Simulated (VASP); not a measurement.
Write the native input for VASP 6.6.1 that does the following.

| Item | Value |
| --- | --- |
| Task | single point |
| Functional | PBE |
| Potentials or basis | VASP PAW PBE potentials, release 64 (Ni) |
| Cutoff | 520 eV |
| k mesh | 12 × 12 × 17 |
| Occupations | fermi-dirac, width 0.1 eV |
| Spin | no spin polarisation |
| Dipole correction | no |
| Further INCAR settings | ALGO = Normal; EDIFF = 1e-07; NBANDS = 22 |

The structure of Ni lies in POSCAR:

```
Ni
1.0
    4.0464223156      0.0000000000      0.0000000000
   -2.0232111578      3.5043045197      0.0000000000
    0.0000000000      0.0000000000      2.4343691554
Ni
3
Direct
    0.0000000000      1.0000000000      1.0000000000
    0.3333333333      0.6666666667      0.5000000000
    0.6666666667      0.3333333333      0.5000000000
```

This isn't the form of Ni at room conditions, which is fcc.

The input as run:

INCAR

```
SYSTEM = Ni
PREC = Accurate
ENCUT = 520
EDIFF = 1E-7
ISMEAR = -1
SIGMA = 0.1
LREAL = .FALSE.
LASPH = .TRUE.
NELM = 60
ALGO = Normal
ISIF = 2
LWAVE = .FALSE.
LCHARG = .FALSE.
GGA = PE
NBANDS = 22
```

KPOINTS

```
Automatic mesh
0
G
  12 12 17
  0 0 0
```

Potentials or basis: VASP PAW PBE potentials, release 64 (Ni).

Launch:

```console
$ cat potpaw_PBE.64/Ni/POTCAR > POTCAR
$ mpirun -np 1 vasp_std > vasp.out
```

Results of the run:

| Quantity | Value |
| --- | --- |
| Pressure | -6.7 GPa |
| Band gap on the k mesh | zero (bands 15 and 16 overlap by 0.55 eV) |

Caveat: the cell stands under tension; the run has no spin polarisation, though such a crystal can be magnetic.

Run time: 48 s on 1 thread of AMD EPYC 9R45 96-Core Processor (Zen 5), with other jobs on the host, peak memory 0.19 GiB.
